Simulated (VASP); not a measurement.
## HfO2: single point with r2SCAN

The system is HfO2.

```xyz
3
Lattice="0.0000 2.6700 2.2695 2.6700 0.0000 2.2695 2.6700 2.6700 0.0000" Properties=species:S:1:pos:R:3 pbc="T T T"
Hf    0.0000    0.0000    0.0000
O     1.3350    1.3350    1.1347
O     4.0049    4.0049    3.4042
```

This cell differs from its parent crystal: ratio of the length along z to the lengths across it x 0.85, volume and fractional coordinates fixed.

```yaml
Program: VASP 6.6.1
Task: single point
Functional: r2SCAN
Potentials_or_basis: VASP PAW PBE potentials, release 64 (Hf_pv, O)
Cutoff: 520 eV
k_mesh: 8 × 8 × 8
Occupations: gaussian, width 0.05 eV
Spin: no spin polarisation
```

```yaml
Pressure: -2.1 GPa
Band_gap_on_the_k_mesh: 1.92 eV, indirect (least direct gap 2.31 eV)
```

Stress tensor (GPa, compression positive):
```
-29.74   0.00   0.00
  0.00 -29.74   0.00
  0.00   0.00  53.11
```

Levels at points of the mesh, in eV from the valence-band top:
| k point | band 8 | band 9 | band 10 | band 11 | band 12 | band 13 | band 14 | band 15 |
| --- | --- | --- | --- | --- | --- | --- | --- | --- |
| (0.00, 0.00, 0.00) | -6.72 | -2.86 | -2.86 | -0.39 | 1.92 | 2.38 | 5.95 | 8.90 |
| (0.50, 0.00, 0.00) | -4.38 | -4.30 | -3.48 | -3.10 | 3.28 | 3.83 | 5.42 | 7.77 |
| (0.50, 0.50, 0.00) | -5.28 | -3.37 | -3.37 | 0.00 | 2.40 | 4.49 | 6.87 | 7.55 |
| (0.50, 0.00, 0.50) | -4.48 | -4.21 | -1.89 | -1.08 | 2.04 | 4.72 | 4.87 | 6.12 |

Run time: 2.3 min on 1 thread of Intel(R) Xeon(R) Platinum 8488C (Sapphire Rapids), with other jobs on the host, peak memory 0.19 GiB.

Caveat: the PAW data sets were made with another functional, which shifts forces and pressure a little; spin-orbit coupling is left out, which moves the levels of the heavy elements. A k mesh can miss the band edges.
